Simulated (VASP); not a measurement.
# InSe (R3m) in VASP: single point with PBE+D3(BJ)

Aim: the single point of InSe with PBE+D3(BJ).

Program: VASP 6.6.1. These are calculated values, not measurements. Logs are shortened: lines on timing, memory, paths and dates and some standing lists are left out, and cuts for length are marked.

**Measured values to compare with.**

“The Interaction of Hydrogen with the van der Waals Crystal γ-InSe”, 2020, pmc:7321205 reports, for a bulk crystal of InSe at 300 K: band gap 1.25 eV.

The results are compared with them further down.

## 1. The cell of the first run

The structure is trigonal, space group R3m (No. 160). The conventional cell has a = 4.070 Å, b = 4.070 Å, c = 25.505 Å, α = 90.00°, β = 90.00°, γ = 120.00°. In (site symmetry 3m) has 3 Se at 2.67 Å and 1 In at 2.81 Å within 3.5 Å. In (site symmetry 3m) has 3 Se at 2.67 Å and 1 In at 2.81 Å within 3.5 Å. Within 3.5 Å of Se (site symmetry 3m) lie 3 In at 2.67 Å. Se (site symmetry 3m) has 3 In at 2.67 Å within 3.5 Å.

## 2. Single point, PBE+D3(BJ) (30.49 Å³/atom)

Contents of INCAR:

```
SYSTEM = InSe
PREC = Accurate
ENCUT = 520
EDIFF = 1E-6
ISMEAR = 0
SIGMA = 0.05
LREAL = .False.
LASPH = .True.
NELM = 100
ALGO = Normal
ISIF = 2
LWAVE = .False.
LCHARG = .False.
GGA = PE
IVDW = 12
NBANDS = 27
```

Contents of KPOINTS:

```
regular mesh
0
Gamma
  12 12 12
  0 0 0
```

Contents of POSCAR:

```
InSe
1.0
    2.0350133427      1.1749155012      8.5018214808
   -2.0350133427      1.1749155012      8.5018214808
    0.0000000000     -2.3498310024      8.5018214808
In Se
2 2
Direct
    0.0006181211      0.0006181211      0.0006181211
    0.1107313994      0.1107313994      0.1107313994
    0.6173502119      0.6173502119      0.6173502119
    0.8273002675      0.8273002675      0.8273002675
```

Potentials or basis: VASP PAW PBE potentials, release 64 (In_d, Se).

The run is started by

```console
$ cat potpaw_PBE.64/In_d/POTCAR potpaw_PBE.64/Se/POTCAR > POTCAR
$ mpirun -np 1 vasp_std > vasp.out
```

OUTCAR:

```text
SYSTEM = InSe
   PREC = Accurate
   ENCUT = 520
   EDIFF = 1E-6
   ISMEAR = 0
   LREAL = .False.
   LASPH = .True.
   NELM = 100
   ISIF = 2
   GGA = PE
   IVDW = 12
 IVDW          = 12

 ion  position               nearest neighbor table
   1  0.001  0.001  0.001-   3 2.67   3 2.67   3 2.67   2 2.81
   2  0.111  0.111  0.111-   4 2.67   4 2.67   4 2.67   1 2.81
   3  0.617  0.617  0.617-   1 2.67   1 2.67   1 2.67
   4  0.827  0.827  0.827-   2 2.67   2 2.67   2 2.67

  LATTYP: Found a trigonal (rhomboedric) cell.
 ALAT       =     8.8205824202
 COS(alpha) =     0.8935440370

  Lattice vectors:

 A1 = (   2.0350133427,   1.1749155012,   8.5018214808)
 A2 = (  -2.0350133427,   1.1749155012,   8.5018214808)
 A3 = (   0.0000000000,  -2.3498310024,   8.5018214808)

Analysis of symmetry for initial positions (statically):
=====================================================================
 Subroutine PRICEL returns:
 Original cell was already a primitive cell.

 Routine SETGRP: Setting up the symmetry group for a
 trigonal (rhombohedral) supercell.

 Subroutine GETGRP returns: Found  6 space group operations
 (whereof  6 operations were pure point group operations)
 out of a pool of 12 trial point group operations.

The static configuration has the point symmetry C_3v.

Analysis of symmetry for dynamics (positions and initial velocities):
=====================================================================
 Subroutine PRICEL returns:
 Original cell was already a primitive cell.

 Routine SETGRP: Setting up the symmetry group for a
 trigonal (rhombohedral) supercell.

 Subroutine GETGRP returns: Found  6 space group operations
 (whereof  6 operations were pure point group operations)
 out of a pool of 12 trial point group operations.

The dynamic configuration has the point symmetry C_3v.

 Subroutine INISYM returns: Found  6 space group operations
 (whereof  6 operations are pure point group operations),
 and found     1 'primitive' translations

----------------------------------------------------------------------------------------

                                     Primitive cell

  volume of cell :     121.9655

  direct lattice vectors                    reciprocal lattice vectors
     2.035013343  1.174915501  8.501821481     0.245698635  0.141854173  0.039207284
    -2.035013343  1.174915501  8.501821481    -0.245698635  0.141854173  0.039207284
     0.000000000 -2.349831002  8.501821481     0.000000000 -0.283708346  0.039207284

  length of vectors
     8.820582420  8.820582420  8.820582420     0.286404673  0.286404673  0.286404673

  position of ions in fractional coordinates (direct lattice)
     0.000618121  0.000618121  0.000618121
     0.110731399  0.110731399  0.110731399
     0.617350212  0.617350212  0.617350212
     0.827300268  0.827300268  0.827300268

  ion indices of the primitive-cell ions
   primitive index   ion index
                 1           1
                 2           2
                 3           3
                 4           4

----------------------------------------------------------------------------------------

 KPOINTS: regular mesh

Automatic generation of k-mesh.
 Grid dimensions read from file:
 generate k-points for:   12   12   12

 Generating k-lattice:

  Cartesian coordinates                     Fractional coordinates (reciprocal lattice)
     0.020474886  0.011821181  0.003267274     0.083333333 -0.000000000 -0.000000000
    -0.020474886  0.011821181  0.003267274    -0.000000000  0.083333333 -0.000000000
     0.000000000 -0.023642362  0.003267274    -0.000000000 -0.000000000  0.083333333

  Length of vectors
     0.023867056  0.023867056  0.023867056

  Shift w.r.t. Gamma in fractional coordinates (k-lattice)
     0.000000000  0.000000000  0.000000000

 Subroutine IBZKPT returns following result:
 ===========================================

 Found    189 irreducible k-points:

 Following reciprocal coordinates:
            Coordinates               Weight
  0.000000  0.000000  0.000000      1.000000
  0.083333  0.000000 -0.000000      6.000000
  0.166667  0.000000 -0.000000      6.000000
  0.250000 -0.000000  0.000000      6.000000
  0.333333 -0.000000  0.000000      6.000000
  0.416667  0.000000  0.000000      6.000000
[... 16 lines left out ...]
  0.500000  0.166667 -0.000000     12.000000
 -0.416667  0.166667  0.000000     12.000000
 [... further k-points ...]
   k-points           NKPTS =    189   k-points in BZ     NKDIM =    189   number of bands    NBANDS=     27
   number of dos      NEDOS =    301   number of ions     NIONS =      4
   total plane-waves  NPLWV = 343000
   dimension x,y,z NGX =    70 NGY =   70 NGZ =   70
   dimension x,y,z NGXF=   140 NGYF=  140 NGZF=  140
   ions per type =               2   2
   NGX,Y,Z   is equivalent  to a cutoff of  13.19, 13.19, 13.19 a.u.
   NGXF,Y,Z  is equivalent  to a cutoff of  26.39, 26.39, 26.39 a.u.
 SYSTEM =  InSe
   PREC   = accura    normal or accurate (medium, high low for compatibility)
   ISTART =      0    job   : 0-new  1-cont  2-samecut
   ICHARG =      2    charge: 1-file 2-atom 10-const
   ISPIN  =      1    spin polarized calculation?
   LNONCOLLINEAR =      F non collinear calculations
   LSORBIT =      F    spin-orbit coupling
   LASPH  =      T    aspherical Exc in radial PAW
   ENCUT  =  520.0 eV  38.22 Ry    6.18 a.u.  16.40 16.40 16.40*2*pi/ulx,y,z
   NELM   =    100;   NELMIN=  2; NELMDL= -5     # of ELM steps
   EDIFF  = 0.1E-05   stopping-criterion for ELM
   LREAL  =      F    real-space projection
   EDIFFG = 0.1E-04   stopping-criterion for IOM
   NSW    =      0    number of steps for IOM
   IBRION =     -1    ionic relax: 0-MD 1-quasi-New 2-CG
   NFREE  =      0    steps in history (QN), initial steepest desc. (CG)
   ISIF   =      2    stress and relaxation
   ISYM   =      2    0-nonsym 1-usesym 2-fastsym
   POTIM  = 0.5000    time-step for ionic-motion
   TEBEG  =    0.0;   TEEND  =   0.0 temperature during run
   PSTRESS=    0.0 pullay stress
   NELECT =      38.0000    total number of electrons
   NUPDOWN=      -1.0000    fix difference up-down
   EMIN   =  10.00;   EMAX   =-10.00  energy-range for DOS
   EFERMI =   0.00;   METHOD = LEGACY
   ISMEAR =     0;   SIGMA  =   0.05  broadening in eV -4-tet -1-fermi 0-gaus
   EFERMI_NEDOS =   21; number of points for ismear=-14 and -15
   IALGO  =     38    algorithm
   IMIX   =      4    mixing-type and parameters
     AMIX     =   0.40;   BMIX     =  1.00
     AMIX_MAG =   1.60;   BMIX_MAG =  1.00
  volume/ion in A,a.u.               =      30.49       205.77
  Fermi-wavevector in a.u.,A,eV,Ry     =   1.109831  2.097277 16.758644  1.231726
  Thomas-Fermi vector in A             =   2.246376
   LORBIT       =      0    0 simple, 1 ext, 2 COOP (PROOUT), +10 PAW based schemes
   GGA     = PE    functional components
   LHFCALC =     F    Hartree Fock is set to
   AEXX    =    0.0000 exact exchange contribution
   IVDW    =    12    specifies the selected vdW correction
   LEPSILON=     F    determine dielectric tensor
   LRPA    =     F    only Hartree local field effects (RPA)
 non-spin polarized calculation
 Gauss-broadening in eV      SIGMA  =   0.05
  energy-cutoff  :      520.00
  volume of cell :      121.97
 maximum number of plane-waves:      3315
 NGX is ok and might be reduce to    70
   NGX = 33   NGY = 33   NGZ = 33

 number of electron      38.0000003 magnetization

 Free energy of the ion-electron system (eV)
  ---------------------------------------------------
  ext. energy  EPLUGINS =         0.00000000
  ---------------------------------------------------
  free energy    TOTEN  =       -14.19721662 eV

  energy without entropy =      -14.19721662  energy(sigma->0) =      -14.19721662

 E-fermi :   3.8610     XC(G=0):  -8.7100

 val. band max:        3.7137199128   @ k =   0.5000   0.5000   0.5000
 cond. band min:       4.0083184839   @ k =   0.5000   0.5000   0.5000
 fundamental gap:      0.2945985711
 Fermi energy:         3.8610083917

 k-point     1 :       0.0000    0.0000    0.0000
  band No.  band energies     occupation
      1     -11.0466      2.00000
      2     -10.8673      2.00000
      3     -10.8673      2.00000
      4     -10.7875      2.00000
      5     -10.7875      2.00000
      6     -10.7802      2.00000
[... 19 lines left out ...]
     26       9.0936      0.00000
     27      10.9658      0.00000

 k-point     2 :       0.0833    0.0000   -0.0000
  band No.  band energies     occupation
      1     -11.0462      2.00000
      2     -10.8901      2.00000
      3     -10.8663      2.00000
      4     -10.8111      2.00000
      5     -10.7831      2.00000
      6     -10.7819      2.00000
[... 19 lines left out ...]
     26       9.2489      0.00000
     27      11.0386      0.00000

 k-point     3 :       0.1667    0.0000   -0.0000
  band No.  band energies     occupation
      1     -11.0486      2.00000
      2     -10.9406      2.00000
      3     -10.8689      2.00000
      4     -10.8644      2.00000
      5     -10.7865      2.00000
      6     -10.7710      2.00000
[... 19 lines left out ...]
     26       9.6249      0.00000
     27      10.4500      0.00000

 k-point     4 :       0.2500   -0.0000    0.0000
  band No.  band energies     occupation
      1     -11.0678      2.00000
      2     -10.9803      2.00000
      3     -10.9355      2.00000
      4     -10.8634      2.00000
      5     -10.7926      2.00000
      6     -10.7545      2.00000
[... 19 lines left out ...]
     26      10.0630      0.00000
     27      10.3208      0.00000

 k-point     5 :       0.3333   -0.0000    0.0000
  band No.  band energies     occupation
      1     -11.1059      2.00000
      2     -10.9935      2.00000
      3     -10.9901      2.00000
      4     -10.8637      2.00000
      5     -10.7986      2.00000
      6     -10.7381      2.00000
[... 19 lines left out ...]
     26      10.2479      0.00000
     27      10.8848      0.00000

 k-point     6 :       0.4167    0.0000    0.0000
  band No.  band energies     occupation
      1     -11.1373      2.00000
      2     -11.0303      2.00000
      3     -10.9909      2.00000
      4     -10.8645      2.00000
      5     -10.8029      2.00000
      6     -10.7260      2.00000
[... 444 lines left out ...]
      1     -11.0803      2.00000
      2     -10.9879      2.00000
      3     -10.9634      2.00000
      4     -10.8674      2.00000
      5     -10.7906      2.00000
      6     -10.7511      2.00000
[... 19 lines left out ...]
     26      10.2202      0.00000
     27      10.6893      0.00000

 k-point    22 :       0.4167    0.1667   -0.0000
  band No.  band energies     occupation
      1     -11.1122      2.00000
      2     -11.0084      2.00000
      3     -10.9915      2.00000
      4     -10.8712      2.00000
      5     -10.7920      2.00000
      6     -10.7413      2.00000
[... 19 lines left out ...]
     26      10.3628      0.00000
     27      10.6564      0.00000

 k-point    23 :       0.5000    0.1667   -0.0000
  band No.  band energies     occupation
      1     -11.1368      2.00000
      2     -11.0376      2.00000
      3     -10.9909      2.00000
      4     -10.8744      2.00000
      5     -10.7930      2.00000
      6     -10.7340      2.00000
[... 19 lines left out ...]
     26      10.5565      0.00000
     27      11.1513      0.00000

 k-point    24 :      -0.4167    0.1667    0.0000
  band No.  band energies     occupation
      1     -11.1461      2.00000
      2     -11.0473      2.00000
      3     -10.9902      2.00000
      4     -10.8756      2.00000
      5     -10.7934      2.00000
      6     -10.7314      2.00000
[... 19 lines left out ...]
     26      10.6901      0.00000
     27      11.3566      0.00000

 [... further k-points ...]

------------------------ aborting loop because EDIFF is reached ----------------------------------------

 Edisp (eV)   -1.14477

 E8    (eV) :    -0.5245

  FORCE on cell =-STRESS in cart. coord.  units (eV):
  Direction    XX          YY          ZZ          XY          YZ          ZX
  --------------------------------------------------------------------------------------
  -------------------------------------------------------------------------------------
  Total      -0.63858    -0.63858    -0.55647    -0.00000     0.00000     0.00000
  in kB      -8.38853    -8.38853    -7.30993    -0.00000     0.00000     0.00000
  external pressure =       -8.03 kB  Pullay stress =        0.00 kB

 VOLUME and BASIS-vectors are now :
 -----------------------------------------------------------------------------
  energy-cutoff  :      520.00
  volume of cell :      121.97
      direct lattice vectors                 reciprocal lattice vectors
     2.035013343  1.174915501  8.501821481     0.245698635  0.141854173  0.039207284
    -2.035013343  1.174915501  8.501821481    -0.245698635  0.141854173  0.039207284
     0.000000000 -2.349831002  8.501821481     0.000000000 -0.283708346  0.039207284

 POSITION                                       TOTAL-FORCE (eV/Angst)
 -----------------------------------------------------------------------------------
      0.00000      0.00000      0.01577         0.000000      0.000000      0.014906
      0.00000      0.00000      2.82426         0.000000      0.000000     -0.014593
      0.00000      0.00000     15.74580         0.000000     -0.000000     -0.020480
      0.00000      0.00000     21.10068         0.000000      0.000000      0.020167
 -----------------------------------------------------------------------------------
    total drift:                               -0.000000      0.000000      0.000540

  FREE ENERGIE OF THE ION-ELECTRON SYSTEM (eV)
  ---------------------------------------------------
  free  energy   TOTEN  =       -15.3419911858 eV

  energy  without entropy=      -15.3419911803  energy(sigma->0) =      -15.34199118
```

Run time: 29 min. Hardware: 1 thread of Intel Xeon 6975P-C (Granite Rapids), shared host; peak memory 1 GiB.

Results:

| Item | Value |
| --- | --- |
| Free energy | -15.3420 eV |
| Pressure | -0.8 GPa |
| Largest force | 0.020 eV/Å |
| Band gap on the k mesh | 0.29 eV |
| Dispersion energy per atom | -0.286 eV |

Forces in eV/Å, atoms in the order of the input:
```
In   0.000  0.000  0.015
In   0.000  0.000 -0.015
Se   0.000  0.000 -0.020
Se   0.000  0.000  0.020
```

Levels at points of the mesh, in eV from the valence-band top:
```csv
k point,band 17,band 18,band 19,band 20,band 21,band 22
"(0.00, 0.00, 0.00)",-1.31,-1.24,-1.24,1.50,1.97,4.22
"(0.50, 0.00, 0.00)",-2.26,-2.20,-1.62,1.22,1.87,3.69
"(0.50, 0.50, 0.00)",-2.43,-2.01,-1.46,1.17,1.91,3.36
"(0.50, 0.50, 0.50)",-1.16,-1.16,0.00,0.29,2.02,4.15
```

Caveat: spin-orbit coupling is left out, which moves the levels of the heavy elements.

## 3. How close it comes

Step 2. Measured gap of InSe: 1.25 eV (300 K; “The Interaction of Hydrogen with the van der Waals Crystal γ-InSe”, 2020, pmc:7321205). This calculation gives 0.29 eV (-0.96 eV). Spin-orbit coupling on In, Se is left out. The value is that of PBE+D3(BJ) on a finite k mesh, which can miss the band edges, without temperature or zero-point motion. Semilocal functionals fall short of measured gaps as a rule.
